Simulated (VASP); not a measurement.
# KAsSe6 (R-3m) in VASP: single point with PBE

Aim: the single point of KAsSe6 with PBE.

All numbers are computed with VASP 6.6.1; they aren't measurements. Logs are shortened: lines on timing, memory, paths and dates and some standing lists are left out, and cuts for length are marked.

### 1 The cell of the first run

It takes space group R-3m (No. 166, trigonal). Conventional cell: a = 8.928 Å, b = 8.928 Å, c = 8.785 Å, α = 90.00°, β = 90.00°, γ = 120.00°. Within 3.0 Å of Se (site symmetry m) lie 1 As at 2.25 Å. As (site symmetry -3m) has 6 Se at 2.25 Å within 3.0 Å. Within 4.4 Å of K (site symmetry -3m) lie 12 Se at 3.35 to 3.55 Å and 2 As at 4.39 Å.

### 2 Single point, PBE

INCAR reads:

```
PREC     = Accurate       # precision mode
ENCUT    = 520            # plane-wave cutoff, eV
EDIFF    = 1E-7           # SCF threshold, eV
ISMEAR   = 1              # smearing method
SIGMA    = 0.0252         # smearing width, eV
LREAL    = F              # projectors in reciprocal space
LASPH    = T              # aspherical terms in the spheres
NELM     = 60             # most SCF steps
ALGO     = Normal         # electronic algorithm
ISIF     = 2              # what is computed and relaxed
LWAVE    = F              # write WAVECAR
LCHARG   = F              # write CHGCAR
GGA      = PE             # functional
NBANDS   = 35             # bands
```

KPOINTS reads:

```
regular mesh
0
Gamma
  5 5 5
```

POSCAR reads:

```
KAsSe6
1.0
    4.4637730000      2.5771610000      2.9284950000
   -4.4637730000      2.5771610000      2.9284950000
    0.0000000000     -5.1543220000      2.9284950000
Se As K
6 1 1
Direct
    0.2690000000      0.2690000000      0.9180000000
    0.9180000000      0.2690000000      0.2690000000
    0.2690000000      0.9180000000      0.2690000000
    0.7310000000      0.7310000000      0.0820000000
    0.0820000000      0.7310000000      0.7310000000
    0.7310000000      0.0820000000      0.7310000000
    0.0000000000      0.0000000000      0.0000000000
    0.5000000000      0.5000000000      0.5000000000
```

Potentials or basis: VASP PAW PBE potentials, release 64 (Se, As, K_sv).

Launch:

```bash
$ cat potpaw_PBE.64/Se/POTCAR potpaw_PBE.64/As/POTCAR potpaw_PBE.64/K_sv/POTCAR > POTCAR
$ mpirun -np 1 vasp_std > vasp.out
```

OUTCAR:

```text
PREC = Accurate
   ENCUT = 520
   EDIFF = 1E-7
   ISMEAR = 1
   LREAL = F
   LASPH = T
   NELM = 60
   ISIF = 2
   GGA = PE

 ion  position               nearest neighbor table
   1  0.269  0.269  0.918-   7 2.25
   2  0.918  0.269  0.269-   7 2.25
   3  0.269  0.918  0.269-   7 2.25
   4  0.731  0.731  0.082-   7 2.25
   5  0.082  0.731  0.731-   7 2.25
   6  0.731  0.082  0.731-   7 2.25
   7  0.000  0.000  0.000-   2 2.25   3 2.25   5 2.25   6 2.25   1 2.25   4 2.25
   8  0.500  0.500  0.500-

  LATTYP: Found a trigonal (rhomboedric) cell.
 ALAT       =     5.9281625467
 COS(alpha) =    -0.1339502239

  Lattice vectors:

 A1 = (   4.4637730000,   2.5771610000,   2.9284950000)
 A2 = (  -4.4637730000,   2.5771610000,   2.9284950000)
 A3 = (   0.0000000000,  -5.1543220000,   2.9284950000)

Analysis of symmetry for initial positions (statically):
=====================================================================
 Subroutine PRICEL returns:
 Original cell was already a primitive cell.

 Routine SETGRP: Setting up the symmetry group for a
 trigonal (rhombohedral) supercell.

 Subroutine GETGRP returns: Found 12 space group operations
 (whereof 12 operations were pure point group operations)
 out of a pool of 12 trial point group operations.

The static configuration has the point symmetry D_3d.

Analysis of symmetry for dynamics (positions and initial velocities):
=====================================================================
 Subroutine PRICEL returns:
 Original cell was already a primitive cell.

 Routine SETGRP: Setting up the symmetry group for a
 trigonal (rhombohedral) supercell.

 Subroutine GETGRP returns: Found 12 space group operations
 (whereof 12 operations were pure point group operations)
 out of a pool of 12 trial point group operations.

The dynamic configuration has the point symmetry D_3d.

 Subroutine INISYM returns: Found 12 space group operations
 (whereof 12 operations are pure point group operations),
 and found     1 'primitive' translations

----------------------------------------------------------------------------------------

                                     Primitive cell

  volume of cell :     202.1340

  direct lattice vectors                    reciprocal lattice vectors
     4.463773000  2.577161000  2.928495000     0.112012864  0.064670646  0.113824109
    -4.463773000  2.577161000  2.928495000    -0.112012864  0.064670646  0.113824109
     0.000000000 -5.154322000  2.928495000     0.000000000 -0.129341292  0.113824109

  length of vectors
     5.928162547  5.928162547  5.928163143     0.172293650  0.172293650  0.172293638

  position of ions in fractional coordinates (direct lattice)
     0.269000000  0.269000000  0.918000000
     0.918000000  0.269000000  0.269000000
     0.269000000  0.918000000  0.269000000
     0.731000000  0.731000000  0.082000000
     0.082000000  0.731000000  0.731000000
     0.731000000  0.082000000  0.731000000
     0.000000000  0.000000000  0.000000000
     0.500000000  0.500000000  0.500000000

  ion indices of the primitive-cell ions
   primitive index   ion index
                 1           1
                 2           2
                 3           3
                 4           4
                 5           5
                 6           6
                 7           7
                 8           8

----------------------------------------------------------------------------------------

 KPOINTS: regular mesh

Automatic generation of k-mesh.
 Grid dimensions read from file:
 generate k-points for:    5    5    5

 Generating k-lattice:

  Cartesian coordinates                     Fractional coordinates (reciprocal lattice)
     0.022402573  0.012934129  0.022764822     0.200000000  0.000000000  0.000000000
    -0.022402573  0.012934129  0.022764822     0.000000000  0.200000000  0.000000000
     0.000000000 -0.025868258  0.022764822     0.000000000  0.000000000  0.200000000

  Length of vectors
     0.034458730  0.034458730  0.034458728

  Shift w.r.t. Gamma in fractional coordinates (k-lattice)
     0.000000000  0.000000000  0.000000000

 Subroutine IBZKPT returns following result:
 ===========================================

 Found     19 irreducible k-points:

 Following reciprocal coordinates:
            Coordinates               Weight
  0.000000  0.000000  0.000000      1.000000
  0.200000 -0.000000  0.000000      6.000000
  0.400000 -0.000000  0.000000      6.000000
  0.200000  0.200000  0.000000      6.000000
  0.400000  0.200000  0.000000     12.000000
 -0.400000  0.200000 -0.000000     12.000000
[... 11 lines left out ...]
  0.400000  0.400000  0.400000      2.000000
 -0.400000  0.400000  0.400000      6.000000
   k-points           NKPTS =     19   k-points in BZ     NKDIM =     19   number of bands    NBANDS=     35
   number of dos      NEDOS =    301   number of ions     NIONS =      8
   total plane-waves  NPLWV = 110592
   dimension x,y,z NGX =    48 NGY =   48 NGZ =   48
   dimension x,y,z NGXF=    96 NGYF=   96 NGZF=   96
   ions per type =               6   1   1
   NGX,Y,Z   is equivalent  to a cutoff of  13.46, 13.46, 13.46 a.u.
   NGXF,Y,Z  is equivalent  to a cutoff of  26.92, 26.92, 26.92 a.u.
 SYSTEM =  unknown system
   PREC   = accura    normal or accurate (medium, high low for compatibility)
   ISTART =      0    job   : 0-new  1-cont  2-samecut
   ICHARG =      2    charge: 1-file 2-atom 10-const
   ISPIN  =      1    spin polarized calculation?
   LNONCOLLINEAR =      F non collinear calculations
   LSORBIT =      F    spin-orbit coupling
   LASPH  =      T    aspherical Exc in radial PAW
   ENCUT  =  520.0 eV  38.22 Ry    6.18 a.u.  11.02 11.02 11.02*2*pi/ulx,y,z
   NELM   =     60;   NELMIN=  2; NELMDL= -5     # of ELM steps
   EDIFF  = 0.1E-06   stopping-criterion for ELM
   LREAL  =      F    real-space projection
   EDIFFG = 0.1E-05   stopping-criterion for IOM
   NSW    =      0    number of steps for IOM
   IBRION =     -1    ionic relax: 0-MD 1-quasi-New 2-CG
   NFREE  =      0    steps in history (QN), initial steepest desc. (CG)
   ISIF   =      2    stress and relaxation
   ISYM   =      2    0-nonsym 1-usesym 2-fastsym
   POTIM  = 0.5000    time-step for ionic-motion
   TEBEG  =    0.0;   TEEND  =   0.0 temperature during run
   PSTRESS=    0.0 pullay stress
   NELECT =      50.0000    total number of electrons
   NUPDOWN=      -1.0000    fix difference up-down
   EMIN   =  10.00;   EMAX   =-10.00  energy-range for DOS
   EFERMI =   0.00;   METHOD = LEGACY
   ISMEAR =     1;   SIGMA  =   0.03  broadening in eV -4-tet -1-fermi 0-gaus
   EFERMI_NEDOS =   21; number of points for ismear=-14 and -15
   IALGO  =     38    algorithm
   IMIX   =      4    mixing-type and parameters
     AMIX     =   0.40;   BMIX     =  1.00
     AMIX_MAG =   1.60;   BMIX_MAG =  1.00
  volume/ion in A,a.u.               =      25.27       170.51
  Fermi-wavevector in a.u.,A,eV,Ry     =   1.027665  1.942006 14.369059  1.056096
  Thomas-Fermi vector in A             =   2.161622
   LORBIT       =      0    0 simple, 1 ext, 2 COOP (PROOUT), +10 PAW based schemes
   GGA     = PE    functional components
   LHFCALC =     F    Hartree Fock is set to
   AEXX    =    0.0000 exact exchange contribution
   IVDW    =     0    specifies the selected vdW correction
   LEPSILON=     F    determine dielectric tensor
   LRPA    =     F    only Hartree local field effects (RPA)
 non-spin polarized calculation
 Methfessel and Paxton  Order N= 1 SIGMA  =   0.03
  energy-cutoff  :      520.00
  volume of cell :      202.13
 maximum number of plane-waves:      5468
 NGX is ok and might be reduce to    48
   NGX = 23   NGY = 23   NGZ = 23

 number of electron      50.0000004 magnetization

 Free energy of the ion-electron system (eV)
  ---------------------------------------------------
  ext. energy  EPLUGINS =         0.00000000
  ---------------------------------------------------
  free energy    TOTEN  =       -22.75098869 eV

  energy without entropy =      -22.75144995  energy(sigma->0) =      -22.75114244

 E-fermi :   2.7558     XC(G=0):  -9.1519

 val. band max:        2.7312358637   @ k =  -0.4000  -0.4000   0.2000
 cond. band min:       2.7727127956   @ k =   0.4000  -0.0000   0.0000
 fundamental gap:      0.0414769318
 Fermi energy:         2.7557910308

 k-point     1 :       0.0000    0.0000    0.0000
  band No.  band energies     occupation
      1     -26.7564      2.00000
      2     -13.8968      2.00000
      3     -10.5281      2.00000
      4     -10.4598      2.00000
      5     -10.4598      2.00000
      6     -10.1181      2.00000
[... 27 lines left out ...]
     34       9.6126      0.00000
     35      10.1032      0.00000

 k-point     2 :       0.2000   -0.0000    0.0000
  band No.  band energies     occupation
      1     -26.7563      2.00000
      2     -13.8706      2.00000
      3     -10.5693      2.00000
      4     -10.4524      2.00000
      5     -10.4279      2.00000
      6     -10.2114      2.00000
[... 27 lines left out ...]
     34       9.2634      0.00000
     35       9.8653      0.00000

 k-point     3 :       0.4000   -0.0000    0.0000
  band No.  band energies     occupation
      1     -26.7563      2.00000
      2     -13.8258      2.00000
      3     -10.7167      2.00000
      4     -10.3720      2.00000
      5     -10.3614      2.00000
      6     -10.2998      2.00000
[... 27 lines left out ...]
     34       9.0787      0.00000
     35       9.6204      0.00000
[... 533 lines left out ...]
 k-point    18 :       0.4000    0.4000    0.4000
  band No.  band energies     occupation
      1     -26.7561      2.00000
      2     -13.7057      2.00000
      3     -10.7113      2.00000
      4     -10.5495      2.00000
      5     -10.5495      2.00000
      6     -10.1748      2.00000
[... 27 lines left out ...]
     34       9.4776      0.00000
     35       9.4776      0.00000

 k-point    19 :      -0.4000    0.4000    0.4000
  band No.  band energies     occupation
      1     -26.7561      2.00000
      2     -13.7141      2.00000
      3     -10.6844      2.00000
      4     -10.4783      2.00000
      5     -10.4760      2.00000
      6     -10.2430      2.00000
[... 27 lines left out ...]
     34       9.3817      0.00000
     35       9.5636      0.00000

------------------------ aborting loop because EDIFF is reached ----------------------------------------

  FORCE on cell =-STRESS in cart. coord.  units (eV):
  Direction    XX          YY          ZZ          XY          YZ          ZX
  --------------------------------------------------------------------------------------
  -------------------------------------------------------------------------------------
  Total       11.5979904     11.5979945     18.0486892      0.0000000      0.0000000      0.0000000
  in kB       91.9292967     91.9293293    143.0595516      0.0000000      0.0000000      0.0000000
  external PRESSURE =     108.9727259 kB  Pullay stress =       0.0000000 kB

 VOLUME and BASIS-vectors are now :
 -----------------------------------------------------------------------------
  energy-cutoff  :      520.00
  volume of cell :      202.13
      direct lattice vectors                 reciprocal lattice vectors
     4.463773000  2.577161000  2.928495000     0.112012864  0.064670646  0.113824109
    -4.463773000  2.577161000  2.928495000    -0.112012864  0.064670646  0.113824109
     0.000000000 -5.154322000  2.928495000     0.000000000 -0.129341292  0.113824109

 POSITION                                       TOTAL-FORCE (eV/Angst)
 -----------------------------------------------------------------------------------
      0.00000     -3.34515      4.26389         0.000000      2.408238      2.127458
      2.89699      1.67258      4.26389        -2.085595     -1.204119      2.127458
     -2.89699      1.67258      4.26389         2.085595     -1.204119      2.127458
      0.00000      3.34515      4.52160         0.000000     -2.408238     -2.127458
     -2.89699     -1.67258      4.52160         2.085595      1.204119     -2.127458
      2.89699     -1.67258      4.52160        -2.085595      1.204119     -2.127458
      0.00000      0.00000      0.00000         0.000000     -0.000000      0.000000
      0.00000      0.00000      4.39274         0.000000      0.000000      0.000000
 -----------------------------------------------------------------------------------
    total drift:                               -0.000000     -0.000000      0.000000

  FREE ENERGIE OF THE ION-ELECTRON SYSTEM (eV)
  ---------------------------------------------------
  free  energy   TOTEN  =       -22.7509886897 eV

  energy  without entropy=      -22.7514499468  energy(sigma->0) =      -22.75114244
```

Run time: 2.5 min. Hardware: 1 thread of Intel Xeon Platinum 8259CL at 2.50GHz (Skylake/Cascade Lake), shared host; peak memory 0.39 GiB.

What came out:

* Free energy: -22.7510 eV
* Pressure: 10.9 GPa
* Largest force: 3.213 eV/Å
* Band gap on the k mesh: zero (bands 25 and 26 overlap by 0.21 eV)

Forces on the atoms (eV/Å):
```
Se   0.000  2.408  2.127
Se  -2.086 -1.204  2.127
Se   2.086 -1.204  2.127
Se   0.000 -2.408 -2.127
Se   2.086  1.204 -2.127
Se  -2.086  1.204 -2.127
As   0.000  0.000  0.000
K    0.000  0.000  0.000
```

Levels at points of the mesh, in eV from the Fermi level:
```
           k point  band 22  band 23  band 24  band 25  band 26  band 27  band 28  band 29
(0.00, 0.00, 0.00)    -1.62    -0.44    -0.36    -0.36     0.53     0.53     0.75     1.82
```

Caveat: the stress differs along the axes, from 9 to 14 GPa; forces of over 1 eV/Å act on the atoms, so gaps and moduli don't describe the material at rest.

The gap in the log of VASP goes by the Fermi energy; the results here count the filled bands.